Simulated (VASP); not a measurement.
# Sc (P6_3/mmc) in VASP: a series of runs

Runs on Sc. Level: LDA. Tasks: single point.

All numbers are computed with VASP 6.6.1; they aren't measurements. Logs are shortened: lines on timing, memory, paths and dates and some standing lists are left out, and cuts for length are marked.

## (1) The cell of the first run

It takes space group P6_3/mmc (No. 194, hexagonal). The conventional cell has a = 3.227 Å, b = 3.227 Å, c = 5.009 Å, α = 90.00°, β = 90.00°, γ = 120.00°. Sc (site symmetry -6m2) has 12 Sc at 3.12 to 3.23 Å within 4.1 Å.

## (2) Single point, LDA

The input, INCAR:

```
  ALGO = Normal
  EDIFF = 1E-6
  ENCUT = 500
  GGA = CA
  GGA_COMPAT = F
  ISIF = 2
  ISMEAR = -1
  LASPH = T
  LCHARG = F
  LREAL = F
  LWAVE = F
  NBANDS = 18
  NELM = 120
  PREC = Accurate
  SIGMA = 0.1
```

The input, KPOINTS:

```
k-points
0
Gamma
  11 11 6
```

The input, POSCAR:

```
Sc
1.0
    3.2269060027      0.0000000000      0.0000000000
   -1.6134530014      2.7945825740      0.0000000000
    0.0000000000      0.0000000000      5.0094253455
Sc
2
Direct
    0.3333333333      0.6666666667      0.2500000000
    0.6666666667      0.3333333333      0.7500000000
```

Potentials or basis: VASP PAW LDA potentials, release 64 (Sc_sv).

Command:

```console
$ cat potpaw_LDA.64/Sc_sv/POTCAR > POTCAR
$ mpirun -np 1 vasp_std > vasp.out
```

OUTCAR:

```text
EDIFF = 1E-6
   ENCUT = 500
   GGA = CA
   ISIF = 2
   ISMEAR = -1
   LASPH = T
   LREAL = F
   NELM = 120
   PREC = Accurate

 ion  position               nearest neighbor table
   1  0.333  0.667  0.250-   2 3.12   2 3.12   2 3.12   2 3.12   2 3.12   2 3.12
   2  0.667  0.333  0.750-   1 3.12   1 3.12   1 3.12   1 3.12   1 3.12   1 3.12

  LATTYP: Found a hexagonal cell.
 ALAT       =     3.2269060027
 C/A-ratio  =     1.5523927072

  Lattice vectors:

 A1 = (   3.2269060027,   0.0000000000,   0.0000000000)
 A2 = (  -1.6134530014,   2.7945825740,   0.0000000000)
 A3 = (   0.0000000000,   0.0000000000,   5.0094253455)

Analysis of symmetry for initial positions (statically):
=====================================================================
 Subroutine PRICEL returns:
 Original cell was already a primitive cell.

 Routine SETGRP: Setting up the symmetry group for a
 hexagonal supercell.

 Subroutine GETGRP returns: Found 24 space group operations
 (whereof 12 operations were pure point group operations)
 out of a pool of 24 trial point group operations.

The static configuration has the point symmetry D_3d.
 The point group associated with its full space group is D_6h.

Analysis of symmetry for dynamics (positions and initial velocities):
=====================================================================
 Subroutine PRICEL returns:
 Original cell was already a primitive cell.

 Routine SETGRP: Setting up the symmetry group for a
 hexagonal supercell.

 Subroutine GETGRP returns: Found 24 space group operations
 (whereof 12 operations were pure point group operations)
 out of a pool of 24 trial point group operations.

The dynamic configuration has the point symmetry D_3d.
 The point group associated with its full space group is D_6h.

 Subroutine INISYM returns: Found 24 space group operations
 (whereof 12 operations are pure point group operations),
 and found     1 'primitive' translations

----------------------------------------------------------------------------------------

                                     Primitive cell

  volume of cell :      45.1743

  direct lattice vectors                    reciprocal lattice vectors
     3.226906003  0.000000000  0.000000000     0.309894369  0.178917597  0.000000000
    -1.613453001  2.794582574  0.000000000     0.000000000  0.357835195  0.000000000
     0.000000000  0.000000000  5.009425346     0.000000000  0.000000000  0.199623696

  length of vectors
     3.226906003  3.226906003  5.009425346     0.357835195  0.357835195  0.199623696

  position of ions in fractional coordinates (direct lattice)
     0.333333333  0.666666667  0.250000000
     0.666666667  0.333333333  0.750000000

  ion indices of the primitive-cell ions
   primitive index   ion index
                 1           1
                 2           2

----------------------------------------------------------------------------------------

 KPOINTS: k-points

Automatic generation of k-mesh.
 Grid dimensions read from file:
 generate k-points for:   11   11    6

 Generating k-lattice:

  Cartesian coordinates                     Fractional coordinates (reciprocal lattice)
     0.028172215  0.016265236  0.000000000     0.090909091  0.000000000  0.000000000
     0.000000000  0.032530472  0.000000000     0.000000000  0.090909091  0.000000000
     0.000000000  0.000000000  0.033270616     0.000000000  0.000000000  0.166666667

  Length of vectors
     0.032530472  0.032530472  0.033270616

  Shift w.r.t. Gamma in fractional coordinates (k-lattice)
     0.000000000  0.000000000  0.000000000

 Subroutine IBZKPT returns following result:
 ===========================================

 Found     64 irreducible k-points:

 Following reciprocal coordinates:
            Coordinates               Weight
  0.000000  0.000000  0.000000      1.000000
  0.090909 -0.000000  0.000000      6.000000
  0.181818 -0.000000  0.000000      6.000000
  0.272727  0.000000  0.000000      6.000000
  0.363636  0.000000  0.000000      6.000000
  0.454545 -0.000000  0.000000      6.000000
[... 16 lines left out ...]
  0.090909  0.090909  0.166667     12.000000
  0.181818  0.090909  0.166667     24.000000
 [... further k-points ...]
   k-points           NKPTS =     64   k-points in BZ     NKDIM =     64   number of bands    NBANDS=     18
   number of dos      NEDOS =    301   number of ions     NIONS =      2
   total plane-waves  NPLWV =  23040
   dimension x,y,z NGX =    24 NGY =   24 NGZ =   40
   dimension x,y,z NGXF=    48 NGYF=   48 NGZF=   80
   ions per type =               2
   NGX,Y,Z   is equivalent  to a cutoff of  12.36, 12.36, 13.27 a.u.
   NGXF,Y,Z  is equivalent  to a cutoff of  24.73, 24.73, 26.55 a.u.
 SYSTEM =  unknown system
   PREC   = accura    normal or accurate (medium, high low for compatibility)
   ISTART =      0    job   : 0-new  1-cont  2-samecut
   ICHARG =      2    charge: 1-file 2-atom 10-const
   ISPIN  =      1    spin polarized calculation?
   LNONCOLLINEAR =      F non collinear calculations
   LSORBIT =      F    spin-orbit coupling
   LASPH  =      T    aspherical Exc in radial PAW
   ENCUT  =  500.0 eV  36.75 Ry    6.06 a.u.   5.88  5.88  9.13*2*pi/ulx,y,z
   NELM   =    120;   NELMIN=  2; NELMDL= -5     # of ELM steps
   EDIFF  = 0.1E-05   stopping-criterion for ELM
   LREAL  =      F    real-space projection
   EDIFFG = 0.1E-04   stopping-criterion for IOM
   NSW    =      0    number of steps for IOM
   IBRION =     -1    ionic relax: 0-MD 1-quasi-New 2-CG
   NFREE  =      0    steps in history (QN), initial steepest desc. (CG)
   ISIF   =      2    stress and relaxation
   ISYM   =      2    0-nonsym 1-usesym 2-fastsym
   POTIM  = 0.5000    time-step for ionic-motion
   TEBEG  =    0.0;   TEEND  =   0.0 temperature during run
   PSTRESS=    0.0 pullay stress
   NELECT =      22.0000    total number of electrons
   NUPDOWN=      -1.0000    fix difference up-down
   EMIN   =  10.00;   EMAX   =-10.00  energy-range for DOS
   EFERMI =   0.00;   METHOD = LEGACY
   ISMEAR =    -1;   SIGMA  =   0.10  broadening in eV -4-tet -1-fermi 0-gaus
   EFERMI_NEDOS =   21; number of points for ismear=-14 and -15
   IALGO  =     38    algorithm
   IMIX   =      4    mixing-type and parameters
     AMIX     =   0.40;   BMIX     =  1.00
     AMIX_MAG =   1.60;   BMIX_MAG =  1.00
  volume/ion in A,a.u.               =      22.59       152.43
  Fermi-wavevector in a.u.,A,eV,Ry     =   1.288008  2.433983 22.571595  1.658965
  Thomas-Fermi vector in A             =   2.419988
   LORBIT       =      0    0 simple, 1 ext, 2 COOP (PROOUT), +10 PAW based schemes
   GGA     = CA    functional components
   LHFCALC =     F    Hartree Fock is set to
   AEXX    =    0.0000 exact exchange contribution
   IVDW    =     0    specifies the selected vdW correction
   LEPSILON=     F    determine dielectric tensor
   LRPA    =     F    only Hartree local field effects (RPA)
 non-spin polarized calculation
  energy-cutoff  :      500.00
  volume of cell :       45.17
 maximum number of plane-waves:      1160
 NGX is ok and might be reduce to    24
   NGX = 11   NGY = 11   NGZ = 19

 number of electron      22.0000000 magnetization

 Free energy of the ion-electron system (eV)
  ---------------------------------------------------
  ext. energy  EPLUGINS =         0.00000000
  ---------------------------------------------------
  free energy    TOTEN  =       -13.50866695 eV

  energy without entropy =      -13.39323937  energy(sigma->0) =      -13.45095316

 E-fermi :   3.9792     XC(G=0): -10.5081

 val. band max:        3.9673562221   @ k =   0.3636   0.0000   0.0000
 cond. band min:       3.9924557014   @ k =   0.4545  -0.0000   0.3333
 fundamental gap:      0.0250994793
 Fermi energy:         3.9792460276

 k-point     1 :       0.0000    0.0000    0.0000
  band No.  band energies     occupation
      1     -44.6132      2.00000
      2     -44.5028      2.00000
      3     -23.8817      2.00000
      4     -23.4009      2.00000
      5     -23.4009      2.00000
      6     -23.3089      2.00000
[... 10 lines left out ...]
     17       6.4114      0.00000
     18       6.4114      0.00000

 k-point     2 :       0.0909   -0.0000    0.0000
  band No.  band energies     occupation
      1     -44.6073      2.00000
      2     -44.5009      2.00000
      3     -23.8668      2.00000
      4     -23.4293      2.00000
      5     -23.4108      2.00000
      6     -23.3387      2.00000
[... 10 lines left out ...]
     17       6.2643      0.00000
     18       6.2892      0.00000

 k-point     3 :       0.1818   -0.0000    0.0000
  band No.  band energies     occupation
      1     -44.5911      2.00000
      2     -44.4961      2.00000
      3     -23.8244      2.00000
      4     -23.5060      2.00000
      5     -23.4364      2.00000
      6     -23.4168      2.00000
[... 10 lines left out ...]
     17       6.5389      0.00000
     18       6.6284      0.00000

 k-point     4 :       0.2727    0.0000    0.0000
  band No.  band energies     occupation
      1     -44.5685      2.00000
      2     -44.4912      2.00000
      3     -23.7618      2.00000
      4     -23.6079      2.00000
      5     -23.5148      2.00000
      6     -23.4683      2.00000
[... 10 lines left out ...]
     17       7.0218      0.00000
     18       7.1612      0.00000

 k-point     5 :       0.3636    0.0000    0.0000
  band No.  band energies     occupation
      1     -44.5454      2.00000
      2     -44.4890      2.00000
      3     -23.7023      2.00000
      4     -23.6913      2.00000
      5     -23.6012      2.00000
      6     -23.4965      2.00000
[... 10 lines left out ...]
     17       7.6767      0.00000
     18       7.7417      0.00000

 k-point     6 :       0.4545   -0.0000    0.0000
  band No.  band energies     occupation
      1     -44.5291      2.00000
      2     -44.4902      2.00000
      3     -23.7586      2.00000
      4     -23.6511      2.00000
      5     -23.6354      2.00000
      6     -23.5130      2.00000
[... 10 lines left out ...]
     17       8.2164      0.00000
     18       8.4136      0.00000

 k-point     7 :       0.0909    0.0909    0.0000
  band No.  band energies     occupation
      1     -44.5962      2.00000
      2     -44.4975      2.00000
      3     -23.8381      2.00000
      4     -23.4752      2.00000
      5     -23.4426      2.00000
      6     -23.3809      2.00000
[... 10 lines left out ...]
     17       6.3514      0.00000
     18       6.5707      0.00000

 k-point     8 :       0.1818    0.0909    0.0000
  band No.  band energies     occupation
      1     -44.5768      2.00000
      2     -44.4928      2.00000
      3     -23.7854      2.00000
      4     -23.5567      2.00000
      5     -23.5080      2.00000
      6     -23.4336      2.00000
[... 10 lines left out ...]
     17       6.6819      0.00000
     18       7.0847      0.00000
[... 229 lines left out ...]
     17       6.6556      0.00000
     18       6.7733      0.00000

 k-point    20 :       0.2727    0.0000    0.1667
  band No.  band energies     occupation
      1     -44.5634      2.00000
      2     -44.4964      2.00000
      3     -23.7615      2.00000
      4     -23.5825      2.00000
      5     -23.5382      2.00000
      6     -23.4596      2.00000
[... 10 lines left out ...]
     17       7.0975      0.00000
     18       7.1212      0.00000

 k-point    21 :       0.3636    0.0000    0.1667
  band No.  band energies     occupation
      1     -44.5416      2.00000
      2     -44.4928      2.00000
      3     -23.7620      2.00000
      4     -23.6480      2.00000
      5     -23.5917      2.00000
      6     -23.4869      2.00000
[... 10 lines left out ...]
     17       7.6100      0.00000
     18       7.7252      0.00000

 k-point    22 :       0.4545   -0.0000    0.1667
  band No.  band energies     occupation
      1     -44.5265      2.00000
      2     -44.4928      2.00000
      3     -23.7940      2.00000
      4     -23.6901      2.00000
      5     -23.5767      2.00000
      6     -23.5028      2.00000
[... 10 lines left out ...]
     17       8.0657      0.00000
     18       8.3159      0.00000

 k-point    23 :       0.0909    0.0909    0.1667
  band No.  band energies     occupation
      1     -44.5897      2.00000
      2     -44.5042      2.00000
      3     -23.8086      2.00000
      4     -23.4640      2.00000
      5     -23.4429      2.00000
      6     -23.4026      2.00000
[... 10 lines left out ...]
     17       6.5599      0.00000
     18       6.7507      0.00000

 k-point    24 :       0.1818    0.0909    0.1667
  band No.  band energies     occupation
      1     -44.5712      2.00000
      2     -44.4984      2.00000
      3     -23.7722      2.00000
      4     -23.5417      2.00000
      5     -23.5155      2.00000
      6     -23.4433      2.00000
[... 10 lines left out ...]
     17       6.8301      0.00000
     18       7.1106      0.00000

 [... further k-points ...]

------------------------ aborting loop because EDIFF is reached ----------------------------------------

  FORCE on cell =-STRESS in cart. coord.  units (eV):
  Direction    XX          YY          ZZ          XY          YZ          ZX
  --------------------------------------------------------------------------------------
  -------------------------------------------------------------------------------------
  Total        0.0223155      0.0223155      0.0100381     -0.0000000      0.0000000      0.0000000
  in kB        0.7914543      0.7914543      0.3560178     -0.0000000      0.0000000      0.0000000
  external PRESSURE =       0.6463088 kB  Pullay stress =       0.0000000 kB

 VOLUME and BASIS-vectors are now :
 -----------------------------------------------------------------------------
  energy-cutoff  :      500.00
  volume of cell :       45.17
      direct lattice vectors                 reciprocal lattice vectors
     3.226906003  0.000000000  0.000000000     0.309894369  0.178917597  0.000000000
    -1.613453001  2.794582574  0.000000000     0.000000000  0.357835195  0.000000000
     0.000000000  0.000000000  5.009425346     0.000000000  0.000000000  0.199623696

 POSITION                                       TOTAL-FORCE (eV/Angst)
 -----------------------------------------------------------------------------------
     -0.00000      1.86306      1.25236        -0.000000      0.000000      0.000000
      1.61345      0.93153      3.75707         0.000000     -0.000000      0.000000
 -----------------------------------------------------------------------------------
    total drift:                               -0.000000      0.000000     -0.000000

  FREE ENERGIE OF THE ION-ELECTRON SYSTEM (eV)
  ---------------------------------------------------
  free  energy   TOTEN  =       -13.5086669472 eV

  energy  without entropy=      -13.3932393660  energy(sigma->0) =      -13.45095316
```

Wall time 74 s (1 thread of AMD EPYC 7R43 (Zen 3), shared host); peak memory 0.12 GiB.

Results:

| Property | Result |
| --- | --- |
| Free energy | -13.5087 eV |
| Pressure | 0.1 GPa |
| Band gap on the k mesh | zero (band 11 reaches 5.00 eV, above the bottom of band 12 at 3.41 eV) |

(Continued in part 2 of 2.)
